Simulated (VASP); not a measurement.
A run of VASP 6.6.1:

File INCAR:

```
  PREC = Accurate
  ENCUT = 500
  EDIFF = 1E-6
  ISMEAR = 0
  SIGMA = 0.1
  LREAL = False
  LASPH = True
  NELM = 120
  ALGO = Normal
  ISIF = 2
  LWAVE = False
  LCHARG = False
  GGA = PE
  NBANDS = 18
  GGA_COMPAT = False
```

KPOINTS

```
regular mesh
0
Gamma
  16 16 16
```

The input POSCAR:

```
Au
1.0
    3.4993875806      0.0000000000      0.0000000000
    0.0000000000      3.4993875806      0.0000000000
    0.0000000000      0.0000000000      3.1824619130
Au
2
Direct
    0.0000000000      0.0000000000      0.0000000000
    0.5000000000      0.5000000000      0.5000000000
```

Potentials or basis: VASP PAW PBE potentials, release 64 (Au).

Launch:

```sh
$ cat potpaw_PBE.64/Au/POTCAR > POTCAR
$ mpirun -np 1 vasp_std > vasp.out
```

Hardware: 1 thread of AMD EPYC 9R45 96-Core Processor (Zen 5), on a shared host.

Problem. Estimate the wall time of this run.

Solution. Run time: 92 s on 1 thread of AMD EPYC 9R45 96-Core Processor (Zen 5), on a shared host, peak memory 0.29 GiB. Counts: scf iterations 11, k points 405.
